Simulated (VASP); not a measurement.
# Cr (Im-3m) in VASP: notebook, part 2 of 2

VASP 6.6.1. The steps go on from the part before.

**4. Relaxation of cell and atoms, PBEsol, target pressure 25 GPa, at which the enthalpy is minimised**

This run uses another cell than the first one, of 10.32 Å³/atom.

File INCAR:

```
SYSTEM = Cr
PREC = Accurate
ENCUT = 600
EDIFF = 1E-6
ISMEAR = 0
SIGMA = 0.1
LREAL = .FALSE.
LASPH = .TRUE.
NELM = 60
ALGO = Fast
ISIF = 3
LWAVE = .FALSE.
LCHARG = .FALSE.
GGA = PS
IBRION = 2
NSW = 70
EDIFFG = -0.008
PSTRESS = 250.0
```

File KPOINTS:

```
regular mesh
0
G
  20 20 20
  0 0 0
```

File POSCAR:

```
Cr
1.0
   -1.3713583084      1.3713583084      1.3713583084
    1.3713583084     -1.3713583084      1.3713583084
    1.3713583084      1.3713583084     -1.3713583084
Cr
1
Direct
    0.0000000000      0.0000000000      0.0000000000
```

Potentials or basis: VASP PAW PBE potentials, release 64 (Cr_pv).

Run with:

```bash
$ cat potpaw_PBE.64/Cr_pv/POTCAR > POTCAR
$ mpirun -np 1 vasp_std > vasp.out
```

OUTCAR:

```text
SYSTEM = Cr
   PREC = Accurate
   ENCUT = 600
   EDIFF = 1E-6
   ISMEAR = 0
   LREAL = .FALSE.
   LASPH = .TRUE.
   NELM = 60
   ISIF = 3
   GGA = PS
   IBRION = 2
   NSW = 70
   EDIFFG = -0.008
   PSTRESS = 250.0

 ion  position               nearest neighbor table
   1  0.000  0.000  0.000-

  LATTYP: Found a body centered cubic cell.
 ALAT       =     2.7427166168

  Lattice vectors:

 A1 = (  -1.3713583084,   1.3713583084,   1.3713583084)
 A2 = (   1.3713583084,  -1.3713583084,   1.3713583084)
[... 498 lines left out ...]

  FORCE on cell =-STRESS in cart. coord.  units (eV):
  Direction    XX          YY          ZZ          XY          YZ          ZX
  --------------------------------------------------------------------------------------
  -------------------------------------------------------------------------------------
  Total        1.6137649      1.6137649      1.6137649      0.0000000      0.0000000      0.0000000
  in kB      250.6328687    250.6328687    250.6328687      0.0000000      0.0000000      0.0000000
  external PRESSURE =       0.6328687 kB  Pullay stress =     250.0000000 kB

 VOLUME and BASIS-vectors are now :
 -----------------------------------------------------------------------------
  energy-cutoff  :      600.00
  volume of cell :       10.32
      direct lattice vectors                 reciprocal lattice vectors
    -1.371358308  1.371358308  1.371358308     0.000000000  0.364602013  0.364602013
     1.371358308 -1.371358308  1.371358308     0.364602013  0.000000000  0.364602013
     1.371358308  1.371358308 -1.371358308     0.364602013  0.364602013  0.000000000

 POSITION                                       TOTAL-FORCE (eV/Angst)
 -----------------------------------------------------------------------------------
      0.00000      0.00000      0.00000        -0.000000      0.000000     -0.000000
 -----------------------------------------------------------------------------------
    total drift:                                0.000000     -0.000000      0.000000

  FREE ENERGIE OF THE ION-ELECTRON SYSTEM (eV)
  ---------------------------------------------------
  free  energy   TOTEN  =       -10.1860638849 eV

  energy  without entropy=      -10.1828657610  energy(sigma->0) =      -10.18446482

  enthalpy is  TOTEN    =        -8.5763738935 eV   P V=        1.6096899914

 reached required accuracy - stopping structural energy minimisation
```

OSZICAR:

```text
N       E                     dE             d eps       ncg     rms          rms(c)
DAV:   1     0.796428888421E+02    0.79643E+02   -0.80044E+03  5120   0.163E+03
DAV:   2    -0.105269777928E+02   -0.90170E+02   -0.87546E+02  5170   0.344E+02
DAV:   3    -0.118677161019E+02   -0.13407E+01   -0.13186E+01  5582   0.506E+01
DAV:   4    -0.118763670939E+02   -0.86510E-02   -0.86447E-02  5812   0.413E+00
DAV:   5    -0.118764547859E+02   -0.87692E-04   -0.87692E-04  5584   0.394E-01    0.159E+01
RMM:   6    -0.102056060259E+02    0.16708E+01   -0.63346E+00  5122   0.351E+01    0.176E+00
RMM:   7    -0.101979902275E+02    0.76158E-02   -0.31400E-01  5120   0.561E+00    0.940E-01
RMM:   8    -0.101869609222E+02    0.11029E-01   -0.12298E-02  5145   0.192E+00    0.290E-01
RMM:   9    -0.101860408019E+02    0.92012E-03   -0.22583E-03  5133   0.736E-01    0.205E-02
RMM:  10    -0.101860625628E+02   -0.21761E-04   -0.27426E-04  5395   0.301E-01    0.153E-02
RMM:  11    -0.101860651916E+02   -0.26288E-05   -0.43269E-05  4996   0.109E-01    0.739E-03
RMM:  12    -0.101860637265E+02    0.14651E-05   -0.10909E-05  4768   0.558E-02    0.625E-03
RMM:  13    -0.101860638849E+02   -0.15842E-06   -0.20428E-06  3096   0.242E-02
   1 F= -.85763739E+01 E0= -.85747748E+01  d E =-.857637E+01
```

It took 46 s on 1 thread of Intel Xeon 8259CL, shared host; peak memory 0.16 GiB.

Results:

- Free energy: -10.1861 eV
- Pressure after relaxing: 25.1 GPa
- Band gap on the k mesh: zero (bands 6 and 7 overlap by 3.96 eV)

Final structure:
```xyz
1
Lattice="-1.3714 1.3714 1.3714 1.3714 -1.3714 1.3714 1.3714 1.3714 -1.3714" Properties=species:S:1:pos:R:3 pbc="T T T"
Cr    0.0000    0.0000    0.0000
```

Caveat: the relaxation stopped at its first step, so nothing moved; the cell is relaxed towards a set pressure, so the run minimises the enthalpy, not the energy; the PAW data sets were made with another functional, which shifts forces and pressure a little; the run has no spin polarisation, though such a crystal can be magnetic.

**5. Relaxation of cell and atoms, PBEsol, target pressure 12 GPa, at which the enthalpy is minimised**

This run uses another cell than the first one, of 10.71 Å³/atom.

File INCAR:

```
PREC = Accurate
ENCUT = 600
EDIFF = 1E-7
ISMEAR = 0
SIGMA = 0.1
LREAL = False
LASPH = True
NELM = 60
ALGO = Fast
ISIF = 3
LWAVE = False
LCHARG = False
GGA = PS
IBRION = 2
NSW = 70
EDIFFG = -0.008
PSTRESS = 120.0
```

File KPOINTS:

```
Automatic mesh
0
Gamma
  20 20 20
```

File POSCAR:

```
Cr
1.0
   -1.3886073352      1.3886073352      1.3886073352
    1.3886073352     -1.3886073352      1.3886073352
    1.3886073352      1.3886073352     -1.3886073352
Cr
1
Direct
    0.0000000000      0.0000000000      0.0000000000
```

Potentials or basis: VASP PAW PBE potentials, release 64 (Cr_pv).

Run with:

```bash
$ cat potpaw_PBE.64/Cr_pv/POTCAR > POTCAR
$ mpirun -np 1 vasp_std > vasp.out
```

OUTCAR:

```text
PREC = Accurate
   ENCUT = 600
   EDIFF = 1E-7
   ISMEAR = 0
   LREAL = False
   LASPH = True
   NELM = 60
   ISIF = 3
   GGA = PS
   IBRION = 2
   NSW = 70
   EDIFFG = -0.008
   PSTRESS = 120.0

 ion  position               nearest neighbor table
   1  0.000  0.000  0.000-

  LATTYP: Found a body centered cubic cell.
 ALAT       =     2.7772146704

  Lattice vectors:

 A1 = (  -1.3886073352,   1.3886073352,   1.3886073352)
 A2 = (   1.3886073352,  -1.3886073352,   1.3886073352)
 A3 = (   1.3886073352,   1.3886073352,  -1.3886073352)

Analysis of symmetry for initial positions (statically):
=====================================================================
 Subroutine PRICEL returns:
 Original cell was already a primitive cell.

 Routine SETGRP: Setting up the symmetry group for a
 body centered cubic supercell.

 Subroutine GETGRP returns: Found 48 space group operations
 (whereof 48 operations were pure point group operations)
 out of a pool of 48 trial point group operations.

The static configuration has the point symmetry O_h .

Analysis of symmetry for dynamics (positions and initial velocities):
=====================================================================
 Subroutine PRICEL returns:
 Original cell was already a primitive cell.
[... 166 lines left out ...]
  external PRESSURE =      -4.5540592 kB  Pullay stress =     120.0000000 kB
[... 61 lines left out ...]
--------------------------------------- Ionic step        3  -------------------------------------------

 number of electron      12.0000004 magnetization

 Free energy of the ion-electron system (eV)
  ---------------------------------------------------
  ext. energy  EPLUGINS =         0.00000000
  ---------------------------------------------------
  free energy    TOTEN  =       -10.22988312 eV

  energy without entropy =      -10.22673468  energy(sigma->0) =      -10.22830890

 E-fermi :  11.9753     XC(G=0): -14.2914

 val. band max:       11.9699879191   @ k =   0.1000   0.0500   0.0500
 cond. band min:      12.0005554007   @ k =   0.1500   0.0500   0.0000
 fundamental gap:      0.0305674816
 Fermi energy:        11.9753396779

 k-point     1 :       0.0000    0.0000    0.0000
  band No.  band energies     occupation
      1     -30.5119      2.00000
      2     -30.5119      2.00000
      3     -30.5119      2.00000
      4       3.8061      2.00000
      5      10.9411      2.00000
      6      10.9411      2.00000
      7      10.9411      2.00000
      8      13.1825      0.00000
      9      13.1825      0.00000
     10      19.0927      0.00000
[... 287 lines left out ...]
 k-point    24 :       0.2500    0.1000    0.0000
  band No.  band energies     occupation
      1     -31.3098      2.00000
      2     -30.7660      2.00000
      3     -30.5578      2.00000
      4       7.0851      2.00000
      5       9.7648      2.00000
      6      10.3971      2.00000
      7      12.7777      0.00000
      8      13.5130      0.00000
      9      13.9305      0.00000
     10      19.0924      0.00000

 [... further k-points ...]

------------------------ aborting loop because EDIFF is reached ----------------------------------------

  FORCE on cell =-STRESS in cart. coord.  units (eV):
  Direction    XX          YY          ZZ          XY          YZ          ZX
  --------------------------------------------------------------------------------------
  -------------------------------------------------------------------------------------
  Total        0.8039671      0.8039671      0.8039671      0.0000000      0.0000000     -0.0000000
  in kB      120.4217997    120.4217997    120.4217997      0.0000000      0.0000000     -0.0000000
  external PRESSURE =       0.4217997 kB  Pullay stress =     120.0000000 kB
[... 20 lines left out ...]
  energy  without entropy=      -10.2267346833  energy(sigma->0) =      -10.22830890

  enthalpy is  TOTEN    =        -9.4287320821 eV   P V=        0.8011510411

 reached required accuracy - stopping structural energy minimisation
```

OSZICAR:

```text
N       E                     dE             d eps       ncg     rms          rms(c)
DAV:   1     0.791815542269E+02    0.79182E+02   -0.79744E+03  5128   0.161E+03
DAV:   2    -0.106691719222E+02   -0.89851E+02   -0.87392E+02  5164   0.344E+02
[... 25 lines left out ...]
DAV:   1    -0.102316837797E+02   -0.44115E-02   -0.36221E-02  5154   0.350E+00    0.384E-01
RMM:   2    -0.102299066479E+02    0.17771E-02   -0.74902E-03  5120   0.116E+00    0.689E-02
RMM:   3    -0.102298957672E+02    0.10881E-04   -0.27905E-04  5130   0.193E-01    0.335E-02
RMM:   4    -0.102298822174E+02    0.13550E-04   -0.26358E-05  5125   0.695E-02    0.650E-03
RMM:   5    -0.102298828023E+02   -0.58488E-06   -0.33987E-06  5127   0.330E-02    0.225E-03
RMM:   6    -0.102298830545E+02   -0.25220E-06   -0.61865E-07  4533   0.142E-02    0.875E-04
RMM:   7    -0.102298831232E+02   -0.68696E-07   -0.22828E-07  3275   0.940E-03
   3 F= -.94287321E+01 E0= -.94271579E+01  d E =-.198722E-04
```

CONTCAR:

```text
Cr
   1.00000000000000
    -1.3880163508170553    1.3880163508170553    1.3880163508170553
     1.3880163508170553   -1.3880163508170553    1.3880163508170553
     1.3880163508170553    1.3880163508170553   -1.3880163508170553
  Cr
     1
Direct
     0.0000000000000000    0.0000000000000000    0.0000000000000000

  0.00000000E+00  0.00000000E+00  0.00000000E+00
```

Run time: 1.7 min. Hardware: 1 thread of Intel Xeon 8259CL, shared host; peak memory 0.16 GiB.

What came out:

```
Free energy                                                : -10.2299 eV
Relaxed volume                                             : 10.70 Å³/atom
Relaxed cell                                               : a = 2.404 Å, b = 2.404 Å, c = 2.404 Å, α = 109.47°, β = 109.47°, γ = 109.47°
Space group after relaxing (to 0.1 Å)                      : Im-3m (No. 229)
Energy change on relaxing (the run minimises the enthalpy) : +1.0 meV/atom
Ionic steps                                                : 3
Pressure after relaxing                                    : 12.0 GPa
Band gap on the k mesh                                     : zero (bands 6 and 7 overlap by 3.76 eV)
```

The path:
| step | energy change (eV) | largest force (eV/Å) | pressure (GPa) | volume (Å³) |
| --- | --- | --- | --- | --- |
| 1 | 0.0000 | 0.0000 | 11.54 | 10.71 |
| 2 | 0.0036 | 0.0000 | 12.97 | 10.66 |
| 3 | 0.0010 | 0.0000 | 12.04 | 10.70 |

Final structure:
```
Cr
1.0
    -1.38802    1.38802    1.38802
     1.38802   -1.38802    1.38802
     1.38802    1.38802   -1.38802
Cr
1
Direct
  0.00000 0.00000 0.00000
```

Caveat: the cell is relaxed towards a set pressure, so the run minimises the enthalpy, not the energy; the PAW data sets were made with another functional, which shifts forces and pressure a little; the run has no spin polarisation, though such a crystal can be magnetic. Spin polarisation is off, so any magnetic state and its effect on volume and gap are missing.

**6. The runs side by side**

```csv
task,cell,k mesh,cutoff (eV),gap on the mesh (eV),pressure (GPa)
single point,"a = 2.274 Å, angles 109.5°, 1 atom",22 × 22 × 22,520,none,90.2
single point,"a = 2.331 Å, angles 109.5°, 1 atom",22 × 22 × 22,520,none,49.6
relaxation of cell and atoms,"relaxed to 25 GPa from a = 2.375 Å, angles 109.5°, 1 atom",20 × 20 × 20,600,none,25.1
relaxation of cell and atoms,"relaxed to 12 GPa from a = 2.405 Å, angles 109.5°, 1 atom",20 × 20 × 20,600,none,12.0
```

Alike in all rows: level PBEsol; potentials or basis VASP PAW PBE potentials, release 64 (Cr_pv); no spin polarisation; smearing gaussian 0.1 eV.

Caveats: the PAW data sets were made with another functional, which shifts forces and pressure a little; the run has no spin polarisation, though such a crystal can be magnetic; the cell stands under pressure (at least some runs); an empty level that is flat over the whole mesh can mark a ghost state of the potentials, or a narrow d or f band (at least some runs); the cell is relaxed towards a set pressure, so the run minimises the enthalpy, not the energy (at least some runs); the relaxation stopped at its first step, so nothing moved (at least some runs).

Absolute energies hang on the potentials; compare differences alone.
